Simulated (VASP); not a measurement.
Here is a VASP 6.6.1 calculation.

Contents of INCAR:

```
SYSTEM = AlP
PREC = Accurate
ENCUT = 500
EDIFF = 1E-6
ISMEAR = 0
SIGMA = 0.1
LREAL = .False.
LASPH = .True.
NELM = 120
ALGO = Normal
ISIF = 2
LWAVE = .False.
LCHARG = .True.
GGA = PE
LELF = .True.
LVHAR = .True.
NBANDS = 16
GGA_COMPAT = .False.
```

Contents of KPOINTS:

```
Automatic mesh
0
Gamma
  6 4 6
  0 0 0
```

The input POSCAR:

```
AlP
1.0
    3.8942773809      0.0000000000      0.0000000000
    0.0000000000      5.5073398878      0.0000000000
    0.0000000000      0.0000000000      3.8942773809
Al P
2 2
Direct
    0.0000000000      0.0000000000      0.0000000000
    0.5000000000      0.5000000000      0.5000000000
    0.0000000000      0.2500000000      0.5000000000
    0.5000000000      0.7500000000      0.0000000000
```

Potentials or basis: VASP PAW PBE potentials, release 64 (Al, P).

Command:

```console
$ cat potpaw_PBE.64/Al/POTCAR potpaw_PBE.64/P/POTCAR > POTCAR
$ mpirun -np 1 vasp_std > vasp.out
```

Question: What does it give for the pressure?

Answer: -0.1 GPa.

Question: Predict the band gap on the k mesh.

Answer: 1.63 eV.

A k mesh can miss the band edges.
